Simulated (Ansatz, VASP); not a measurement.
In4BiSb3 in VASP and in Ansatz

File INCAR:

```
SYSTEM = In4BiSb3
PREC = Accurate ; ENCUT = 520
EDIFF = 1E-7 ; ISMEAR = -1
SIGMA = 0.02 ; LREAL = .False.
LASPH = .True. ; NELM = 60
ALGO = Normal ; ISIF = 2
LWAVE = .False. ; LCHARG = .True.
GGA = PE ; LELF = .True.
LVHAR = .True. ; NBANDS = 51
```

File KPOINTS:

```
regular mesh
0
Gamma
  6 6 6
  0 0 0
```

POSCAR

```
In4BiSb3
1.0
   -3.3026911407      3.3026911407      6.6072538890
    3.3026911407     -3.3026911407      6.6072538890
    3.3026911407      3.3026911407     -6.6072538890
Sb In Bi
3 4 1
Direct
    0.2500000000      0.7500000000      0.5000000000
    0.5000000000      0.5000000000      0.0000000000
    0.7500000000      0.2500000000      0.5000000000
    0.8722707606      0.3810023274      0.0000000000
    0.1277292394      0.1277292394      0.5087315668
    0.3810023274      0.8722707606      0.0000000000
    0.6189976726      0.6189976726      0.4912684332
    0.0000000000      0.0000000000      0.0000000000
```

Input for Ansatz:

```yaml
crystal:
  lattice:
    - [-3.3026911407, 3.3026911407, 6.607253889]
    - [3.3026911407, -3.3026911407, 6.607253889]
    - [3.3026911407, 3.3026911407, -6.607253889]
  atoms:
    - { symbol: Sb, position: [0.25, 0.75, 0.5] }
    - { symbol: In, position: [0.8722707606, 0.3810023274, 0.0] }
    - { symbol: Sb, position: [0.5, 0.5, 0.0] }
    - { symbol: In, position: [0.1277292394, 0.1277292394, 0.5087315668] }
    - { symbol: Sb, position: [0.75, 0.25, 0.5] }
    - { symbol: In, position: [0.3810023274, 0.8722707606, 0.0] }
    - { symbol: Bi, position: [0.0, 0.0, 0.0] }
    - { symbol: In, position: [0.6189976726, 0.6189976726, 0.4912684332] }
kpoints:
  mp_grid: { grid: [6, 6, 6] }
  band_path:
    path:
      - [[0.0, 0.0, 0.0], [2.461999329773e-17, 8.995715145303e-18, 0.5], [0.25, 0.25, 0.25], [6.276707472404e-17, 0.5, -2.742757826334e-17], [0.0, 0.0, 0.0], [0.5, 0.5, -0.5], [0.3124645968174, 0.6875354031826, -0.3124645968174]]
      - [[-0.3124645968174, 0.3124645968174, 0.3124645968174], [0.0, 0.0, 0.0]]
      - [[2.461999329773e-17, 8.995715145303e-18, 0.5], [-0.1249291936348, 0.1249291936348, 0.5]]
      - [[0.5, 0.5, -0.1249291936348], [0.5, 0.5, -0.5]]
    npoints: 10
hamiltonian:
  xc: pbe
scf:
  occupations: { method: fermi_dirac, width: 0.02 }
  n_extra_bands: 6
output:
  forces: true
  stress: true
  eigenvalues: true
```

Alike in both runs: task single point; functional PBE; k mesh 6 × 6 × 6; occupations fermi-dirac, width 0.02 eV; no spin polarisation.

|  | VASP | Ansatz |
| --- | --- | --- |
| version | VASP 6.6.1 | Ansatz 0.2.0 |
| potentials or method | VASP PAW PBE potentials, release 64 (Sb, In_d, Bi_d) | plane waves, PAW |
| plane-wave cutoff (eV) | 520 | 420 |
| valence electrons in the cell | 82 | 112 |

```csv
,VASP,Ansatz,Ansatz less VASP
pressure (GPa),1.4,1.4,+0.03
rms of the force components (eV/Å),0.006,0.006,-0.0003
```

The functional is the same, so the differences come from potentials, cutoffs and numerics. VASP's potentials hold 82 valence electrons a cell and Ansatz's 112, so a difference there can come from the potentials and not from the codes.

Neither program's run includes spin-orbit coupling.
